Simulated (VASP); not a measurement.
# Li (C2/c) in VASP: a series of runs, part 2 of 2

VASP 6.6.1.

### Step 3. Single point, revPBE

Input file INCAR:

```
SYSTEM = Li
  PREC = Accurate
  ENCUT = 520
  EDIFF = 1E-7
  ISMEAR = -1
  SIGMA = 0.1
  LREAL = .FALSE.
  LASPH = .TRUE.
  NELM = 100
  ALGO = Normal
  ISIF = 2
  LWAVE = .FALSE.
  LCHARG = .FALSE.
  GGA = RE
  ISYM = 0
  NBANDS = 10
```

Input file KPOINTS:

```
Automatic mesh
0
G
  12 12 8
  0 0 0
```

Input file POSCAR:

```
Li
1.0
   -2.0841350975      1.7176546221      1.5340528328
    1.7176546221     -2.0841350975      1.5340528328
    3.8909634651      3.8909634651     -2.2052624947
Li
2
Direct
    0.9570948851      0.0429051149      0.0000000000
    0.7929051149      0.2070948851      0.5000000000
```

Potentials or basis: VASP PAW PBE potentials, release 64 (Li_sv).

Run with:

```sh
$ cat potpaw_PBE.64/Li_sv/POTCAR > POTCAR
$ mpirun -np 1 vasp_std > vasp.out
```

OUTCAR:

```text
SYSTEM = Li
   PREC = Accurate
   ENCUT = 520
   EDIFF = 1E-7
   ISMEAR = -1
   LREAL = .FALSE.
   LASPH = .TRUE.
   NELM = 100
   ISIF = 2
   GGA = RE
   ISYM = 0

 ion  position               nearest neighbor table
   1  0.957  0.043  0.000-
   2  0.793  0.207  0.500-

IMPORTANT INFORMATION: All symmetrisations will be switched off!
NOSYMM: (Re-)initialisation of all symmetry stuff for point group C_1.

----------------------------------------------------------------------------------------

                                     Primitive cell

  volume of cell :      42.3128

  direct lattice vectors                    reciprocal lattice vectors
    -2.084135097  1.717654622  1.534052833    -0.032445952  0.230588060  0.349601784
     1.717654622 -2.084135097  1.534052833     0.230588060 -0.032445952  0.349601784
     3.890963465  3.890963465 -2.205262495     0.137834141  0.137834141  0.032928150

  length of vectors
     3.106006214  3.106006214  5.928100543     0.420053568  0.420053568  0.197688553

  position of ions in fractional coordinates (direct lattice)
     0.957094885  0.042905115  0.000000000
     0.792905115  0.207094885  0.500000000

  ion indices of the primitive-cell ions
   primitive index   ion index
                 1           1
                 2           2

----------------------------------------------------------------------------------------

 KPOINTS: Automatic mesh

Automatic generation of k-mesh.
 Grid dimensions read from file:
 generate k-points for:   12   12    8

 Generating k-lattice:

  Cartesian coordinates                     Fractional coordinates (reciprocal lattice)
    -0.002703829  0.019215672  0.029133482     0.083333333  0.000000000 -0.000000000
     0.019215672 -0.002703829  0.029133482     0.000000000  0.083333333 -0.000000000
     0.017229268  0.017229268  0.004116019     0.000000000  0.000000000  0.125000000

  Length of vectors
     0.035004464  0.035004464  0.024711069

  Shift w.r.t. Gamma in fractional coordinates (k-lattice)
     0.000000000  0.000000000  0.000000000

 Subroutine IBZKPT returns following result:
 ===========================================

 Found    580 irreducible k-points:

 Following reciprocal coordinates:
            Coordinates               Weight
  0.000000  0.000000  0.000000      1.000000
  0.083333 -0.000000  0.000000      2.000000
  0.000000 -0.083333 -0.000000      2.000000
  0.166667  0.000000  0.000000      2.000000
  0.000000 -0.166667 -0.000000      2.000000
  0.250000  0.000000 -0.000000      2.000000
[... 16 lines left out ...]
  0.500000  0.083333  0.000000      2.000000
 -0.083333  0.500000  0.000000      2.000000
 [... further k-points ...]
   k-points           NKPTS =    580   k-points in BZ     NKDIM =    580   number of bands    NBANDS=     10
   number of dos      NEDOS =    301   number of ions     NIONS =      2
   total plane-waves  NPLWV =  27648
   dimension x,y,z NGX =    24 NGY =   24 NGZ =   48
   dimension x,y,z NGXF=    48 NGYF=   48 NGZF=   96
   ions per type =               2
   NGX,Y,Z   is equivalent  to a cutoff of  12.85, 12.85, 13.46 a.u.
   NGXF,Y,Z  is equivalent  to a cutoff of  25.69, 25.69, 26.92 a.u.
 SYSTEM =  Li
   PREC   = accura    normal or accurate (medium, high low for compatibility)
   ISTART =      0    job   : 0-new  1-cont  2-samecut
   ICHARG =      2    charge: 1-file 2-atom 10-const
   ISPIN  =      1    spin polarized calculation?
   LNONCOLLINEAR =      F non collinear calculations
   LSORBIT =      F    spin-orbit coupling
   LASPH  =      T    aspherical Exc in radial PAW
   ENCUT  =  520.0 eV  38.22 Ry    6.18 a.u.   5.78  5.78 11.02*2*pi/ulx,y,z
   NELM   =    100;   NELMIN=  2; NELMDL= -5     # of ELM steps
   EDIFF  = 0.1E-06   stopping-criterion for ELM
   LREAL  =      F    real-space projection
   EDIFFG = 0.1E-05   stopping-criterion for IOM
   NSW    =      0    number of steps for IOM
   IBRION =     -1    ionic relax: 0-MD 1-quasi-New 2-CG
   NFREE  =      0    steps in history (QN), initial steepest desc. (CG)
   ISIF   =      2    stress and relaxation
   ISYM   =      0    0-nonsym 1-usesym 2-fastsym
   POTIM  = 0.5000    time-step for ionic-motion
   TEBEG  =    0.0;   TEEND  =   0.0 temperature during run
   PSTRESS=    0.0 pullay stress
   NELECT =       6.0000    total number of electrons
   NUPDOWN=      -1.0000    fix difference up-down
   EMIN   =  10.00;   EMAX   =-10.00  energy-range for DOS
   EFERMI =   0.00;   METHOD = LEGACY
   ISMEAR =    -1;   SIGMA  =   0.10  broadening in eV -4-tet -1-fermi 0-gaus
   EFERMI_NEDOS =   21; number of points for ismear=-14 and -15
   IALGO  =     38    algorithm
   IMIX   =      4    mixing-type and parameters
     AMIX     =   0.40;   BMIX     =  1.00
     AMIX_MAG =   1.60;   BMIX_MAG =  1.00
  volume/ion in A,a.u.               =      21.16       142.77
  Fermi-wavevector in a.u.,A,eV,Ry     =   0.853692  1.613245  9.915798  0.728791
  Thomas-Fermi vector in A             =   1.970174
   LORBIT       =      0    0 simple, 1 ext, 2 COOP (PROOUT), +10 PAW based schemes
   GGA     = RE    functional components
   LHFCALC =     F    Hartree Fock is set to
   AEXX    =    0.0000 exact exchange contribution
   IVDW    =     0    specifies the selected vdW correction
   LEPSILON=     F    determine dielectric tensor
   LRPA    =     F    only Hartree local field effects (RPA)
 non-spin polarized calculation
  energy-cutoff  :      520.00
  volume of cell :       42.31
 maximum number of plane-waves:      1174
   NGX = 11   NGY = 11   NGZ = 21

 number of electron       6.0000006 magnetization

 Free energy of the ion-electron system (eV)
  ---------------------------------------------------
  ext. energy  EPLUGINS =         0.00000000
  ---------------------------------------------------
  free energy    TOTEN  =        -3.63726982 eV

  energy without entropy =       -3.60615715  energy(sigma->0) =       -3.62171349

 E-fermi :   0.5626     XC(G=0):  -6.8614

 val. band max:        0.5623025653   @ k =   0.0000   0.5000  -0.3750
 cond. band min:       0.5692582393   @ k =   0.4167   0.0833   0.2500
 fundamental gap:      0.0069556740
 Fermi energy:         0.5626152266

 k-point     1 :       0.0000    0.0000    0.0000
  band No.  band energies     occupation
      1     -46.1757      2.00000
      2     -46.1609      2.00000
      3      -2.9441      2.00000
      4       0.6048      0.79228
      5       3.3925      0.00000
      6      12.7519      0.00000
      7      12.8159      0.00000
      8      14.1378      0.00000
      9      14.1492      0.00000
     10      14.8804      0.00000

 k-point     2 :       0.0833   -0.0000    0.0000
  band No.  band energies     occupation
      1     -46.1747      2.00000
      2     -46.1608      2.00000
      3      -2.8047      2.00000
      4       0.5544      1.04089
      5       3.7013      0.00000
      6      11.6381      0.00000
      7      12.0726      0.00000
      8      13.9977      0.00000
      9      14.4930      0.00000
     10      14.5628      0.00000

 k-point     3 :       0.0000   -0.0833   -0.0000
  band No.  band energies     occupation
      1     -46.1747      2.00000
      2     -46.1608      2.00000
      3      -2.8047      2.00000
      4       0.5544      1.04089
      5       3.7013      0.00000
      6      11.6381      0.00000
      7      12.0726      0.00000
      8      13.9977      0.00000
      9      14.4930      0.00000
     10      14.5628      0.00000
[... 248 lines left out ...]
 k-point    23 :       0.5000    0.0833    0.0000
  band No.  band energies     occupation
      1     -46.1595      2.00000
      2     -46.1582      2.00000
      3       0.9566      0.03815
      4       1.4612      0.00025
      5       4.0349      0.00000
      6       4.3931      0.00000
      7       8.8474      0.00000
      8       9.6663      0.00000
      9      10.9708      0.00000
     10      11.6799      0.00000

 k-point    24 :      -0.0833    0.5000    0.0000
  band No.  band energies     occupation
      1     -46.1595      2.00000
      2     -46.1582      2.00000
      3       0.9566      0.03815
      4       1.4612      0.00025
      5       4.0349      0.00000
      6       4.3931      0.00000
      7       8.8474      0.00000
      8       9.6663      0.00000
      9      10.9708      0.00000
     10      11.6799      0.00000

 [... further k-points ...]

------------------------ aborting loop because EDIFF is reached ----------------------------------------

  FORCE on cell =-STRESS in cart. coord.  units (eV):
  Direction    XX          YY          ZZ          XY          YZ          ZX
  --------------------------------------------------------------------------------------
  -------------------------------------------------------------------------------------
  Total       -0.0193962     -0.0193962     -0.0156154      0.0014205     -0.0016573     -0.0016574
  in kB       -0.7344373     -0.7344379     -0.5912785      0.0537871     -0.0627555     -0.0627563
  external PRESSURE =      -0.6867179 kB  Pullay stress =       0.0000000 kB

 VOLUME and BASIS-vectors are now :
 -----------------------------------------------------------------------------
  energy-cutoff  :      520.00
  volume of cell :       42.31
      direct lattice vectors                 reciprocal lattice vectors
    -2.084135097  1.717654622  1.534052833    -0.032445952  0.230588060  0.349601784
     1.717654622 -2.084135097  1.534052833     0.230588060 -0.032445952  0.349601784
     3.890963465  3.890963465 -2.205262495     0.137834141  0.137834141  0.032928150

 POSITION                                       TOTAL-FORCE (eV/Angst)
 -----------------------------------------------------------------------------------
     -1.92102      1.55454      1.53405        -0.000884      0.000884      0.000000
      0.64868      2.87581      0.43142         0.000884     -0.000884     -0.000000
 -----------------------------------------------------------------------------------
    total drift:                               -0.000000     -0.000000     -0.000000

  FREE ENERGIE OF THE ION-ELECTRON SYSTEM (eV)
  ---------------------------------------------------
  free  energy   TOTEN  =        -3.6372698208 eV

  energy  without entropy=       -3.6061571549  energy(sigma->0) =       -3.62171349
```

stdout:

```text
POSCAR found type information on POSCAR Li
 POSCAR found :  1 types and       2 ions
 scaLAPACK will be used
 -----------------------------------------------------------------------------
|                                                                             |
|                                                                             |
|     You enforced a specific xc type in the INCAR file but a different       |
|     I HOPE YOU KNOW WHAT YOU ARE DOING!                                     |
|                                                                             |
 -----------------------------------------------------------------------------

 LDA part: xc-table for (Slater+PW92), standard interpolation
 POSCAR, INCAR and KPOINTS ok, starting setup
 FFT: planning ... GRIDC
 FFT: planning ... GRID_SOFT
 FFT: planning ... GRID
 WAVECAR not read
 entering main loop
```

Run time: 5.1 min. Hardware: 1 thread of Oxide Virtual Turin-like, shared host; peak memory 0.28 GiB.

Results:

```yaml
Free_energy: -3.6373 eV
Band_gap_on_the_k_mesh: zero (bands 3 and 4 overlap by 4.53 eV)
```

Caveat: the cutoff is under 1.25 times the usual one of these potentials, so pressure, stress and relaxed cells hold a basis-set (Pulay) error; the PAW data sets were made with another functional, which shifts forces and pressure a little.
